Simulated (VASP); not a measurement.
Write the native input for VASP 6.6.1 that does the following.

```
Task                   : single point
Functional             : LDA
Potentials or basis    : VASP PAW LDA potentials, release 64 (Rb_sv, Bi_d)
Cutoff                 : 520 eV
k mesh                 : 3 × 3 × 4
Occupations            : methfessel-paxton, width 0.1 eV
Spin                   : no spin polarisation
Dipole correction      : no
Further INCAR settings : ALGO = Normal; EDIFF = 1e-07; NBANDS = 19
```

The structure of RbBi lies in POSCAR:

```
RbBi
1.0
    4.6852660000      0.0000000000      0.0000000000
    0.0000000000      4.6852660000      0.0000000000
    0.0000000000      0.0000000000      3.8588810000
Rb Bi
1 1
Direct
    0.5000000000      0.5000000000      0.5000000000
    0.0000000000      0.0000000000      0.0000000000
```

One way to write it, as run:

INCAR

```
ALGO = Normal
EDIFF = 1E-7
ENCUT = 520
GGA = CA
ISIF = 2
ISMEAR = 1
LASPH = True
LCHARG = False
LREAL = False
LWAVE = False
NBANDS = 19
NELM = 60
PREC = Accurate
SIGMA = 0.1
```

KPOINTS

```
k-points
0
Gamma
  3 3 4
```

Potentials or basis: VASP PAW LDA potentials, release 64 (Rb_sv, Bi_d).

Command:

```sh
$ cat potpaw_LDA.64/Rb_sv/POTCAR potpaw_LDA.64/Bi_d/POTCAR > POTCAR
$ mpirun -np 1 vasp_std > vasp.out
```

It gave:

```yaml
Pressure: -2.4 GPa
Band_gap_on_the_k_mesh: zero (band 12 reaches 2.67 eV, above the bottom of band 13 at 1.64 eV)
```

Caveat: the k points lie up to 0.45 Å⁻¹ apart; spin-orbit coupling is left out, which moves the levels of the heavy elements.

Wall time 11 s on 1 thread of Intel(R) Xeon(R) Platinum 8375C CPU @ 2.90GHz (Ice Lake), with other jobs on the host, peak memory 0.16 GiB.
